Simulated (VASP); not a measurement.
Here is a VASP 6.6.1 calculation.

Contents of INCAR:

```
SYSTEM = GaGe3
ALGO = Normal ; EDIFF = 1E-6
ENCUT = 520 ; GGA = PS
ISIF = 2 ; ISMEAR = -1
LASPH = .TRUE. ; LCHARG = .FALSE.
LREAL = .FALSE. ; LWAVE = .FALSE.
NBANDS = 36 ; NELM = 60
PREC = Accurate ; SIGMA = 0.05
```

Contents of KPOINTS:

```
k-points
0
G
  7 7 7
  0 0 0
```

File POSCAR:

```
GaGe3
1.0
    0.0000000000      3.3194236600      3.3871670000
    3.3194236600      0.0000000000      3.3871670000
    3.3194236600      3.3194236600      0.0000000000
Ge Ga
3 1
Direct
    0.5000000000      0.5000000000      0.5000000000
    0.7500000000      0.7500000000      0.7500000000
    0.2500000000      0.2500000000      0.2500000000
    0.0000000000      0.0000000000      0.0000000000
```

Potentials or basis: VASP PAW PBE potentials, release 64 (Ge_d, Ga_d).

The run is started by

```console
$ cat potpaw_PBE.64/Ge_d/POTCAR potpaw_PBE.64/Ga_d/POTCAR > POTCAR
$ mpirun -np 1 vasp_std > vasp.out
```

Q: What does it give for the pressure?

A: -1.6 GPa.

Caveat: the PAW data sets were made with another functional, which shifts forces and pressure a little.
